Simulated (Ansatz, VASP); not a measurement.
## Al2CdPb4 in VASP and in Ansatz

The input INCAR:

```
PREC = Accurate ; ENCUT = 520
EDIFF = 1E-6 ; ISMEAR = 0
SIGMA = 0.2 ; LREAL = F
LASPH = T ; NELM = 80
ALGO = Fast ; ISIF = 2
LWAVE = F ; LCHARG = F
GGA = PE ; NBANDS = 46
```

Contents of KPOINTS:

```
Automatic mesh
0
Gamma
  6 6 2
```

POSCAR

```
Al2CdPb4
1.0
    3.6111852692      0.0000000000      0.0000000000
   -1.8055926346      3.1273781809      0.0000000000
    0.0000000000      0.0000000000     17.2684751084
Al Cd Pb
2 1 4
Direct
    0.0000000000      0.0000000000      0.2176599868
    0.0000000000      0.0000000000      0.7823400132
    0.0000000000      0.0000000000      0.5000000000
    0.6666666667      0.3333333333      0.3492634636
    0.3333333333      0.6666666667      0.6507365364
    0.3333333333      0.6666666667      0.9140976087
    0.6666666667      0.3333333333      0.0859023913
```

Input for Ansatz:

```yaml
crystal:
  lattice:
    - [3.6111852692, 0.0, 0.0]
    - [-1.8055926346, 3.1273781809, 0.0]
    - [0.0, 0.0, 17.2684751084]
  atoms:
    - { symbol: Al, position: [0.0, 0.0, 0.2176599868] }
    - { symbol: Al, position: [0.0, 0.0, 0.7823400132] }
    - { symbol: Cd, position: [0.0, 0.0, 0.5] }
    - { symbol: Pb, position: [0.6666666667, 0.3333333333, 0.3492634636] }
    - { symbol: Pb, position: [0.3333333333, 0.6666666667, 0.6507365364] }
    - { symbol: Pb, position: [0.3333333333, 0.6666666667, 0.9140976087] }
    - { symbol: Pb, position: [0.6666666667, 0.3333333333, 0.0859023913] }
basis:
  ecutwfc: 420
kpoints:
  mp_grid: { grid: [6, 6, 2] }
hamiltonian:
  xc: pbe
scf:
  occupations: { method: gaussian, width: 0.2 }
  lower_state_search: "off"
output:
  forces: true
  stress: true
  eigenvalues: true
```

Alike in both runs: task single point; functional PBE; k mesh 6 × 6 × 2; occupations gaussian, width 0.2 eV; no spin polarisation.

|  | VASP | Ansatz |
| --- | --- | --- |
| version | VASP 6.6.1 | Ansatz 0.2.0 |
| potentials or method | VASP PAW PBE potentials, release 64 (Al, Cd, Pb_d), cutoff 520 eV | scalar-relativistic, plane waves, PAW |
| valence electrons in the cell | 74 | 82 |

```csv
,VASP,Ansatz,Ansatz less VASP
gap on the k mesh at the Fermi level (eV),none,none,-
pressure (GPa),0.2,0.2,+0.03
"traceless stress, the component that is largest in VASP (GPa)",-0.58,-0.59,-0.006
rms of the force components (eV/Å),0.022,0.022,-0.0004
```

Atom by atom the forces differ by 0.003 eV/Å (rms over components). A gap of «none» marks a metal or a gap that the smearing closes. The functional is the same, so the differences come from potentials, cutoffs and numerics. VASP's potentials hold 74 valence electrons a cell and Ansatz's 82, so a difference there can come from the potentials and not from the codes.

Neither program's run includes spin-orbit coupling.
